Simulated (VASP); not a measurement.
Ta2C: single point with PBEsol

Crystal: Ta2C.

```xyz
6
Lattice="-1.5477 -2.6806 0.0000 1.5477 -2.6806 0.0000 0.0000 0.0000 12.8422" Properties=species:S:1:pos:R:3 pbc="T T T"
Ta    0.0000   -3.5741    8.6260
Ta    0.0000   -3.5741    3.7050
Ta    0.0000   -1.7871    1.2161
Ta    0.0000   -1.7871    6.1372
C    -1.5477   -2.6806    7.3816
C    -1.5477   -2.6806    2.4605
```

This cell differs from its parent crystal: the distance across one plane changed.

- Program: VASP 6.6.1
- Task: single point
- Functional: PBEsol
- Potentials or basis: VASP PAW PBE potentials, release 64 (Ta_pv, C)
- Cutoff: 520 eV
- k mesh: 17 × 17 × 5
- Occupations: gaussian, width 0.15 eV
- Spin: no spin polarisation
- Dipole correction: no
- Further INCAR settings: ALGO = Normal; EDIFF = 1e-06; NBANDS = 35

| Item | Value |
| --- | --- |
| Pressure | -4.8 GPa |
| Largest force | 0.675 eV/Å |
| Band gap on the k mesh | zero (bands 26 and 27 overlap by 0.43 eV) |

Forces in eV/Å, atoms in the order of the input:
```
Ta   0.000  0.000 -0.555
Ta   0.000  0.000 -0.675
Ta   0.000  0.000  0.555
Ta   0.000  0.000  0.675
C    0.000  0.000  0.290
C    0.000  0.000 -0.290
```

Stress tensor (GPa, compression positive):
```
-5.17  0.00  0.00
 0.00 -5.17  0.00
 0.00  0.00 -4.10
```

Levels at points of the mesh, in eV from the Fermi level:
```tsv
k point	band 22	band 23	band 24	band 25	band 26	band 27	band 28	band 29	band 30	band 31
(0.00, 0.00, 0.00)	-1.81	-1.34	-0.45	-0.14	-0.14	-0.02	0.29	0.29	1.40	1.40
```

Run time: 5.6 min on 1 thread of AMD EPYC 9R45 96-Core Processor (Zen 5) (shared host), peak memory 0.49 GiB.

Caveat: the cell differs from its parent crystal (the distance across one plane changed); the cell stands under tension; the PAW data sets were made with another functional, which shifts forces and pressure a little; spin-orbit coupling is left out, which moves the levels of the heavy elements.
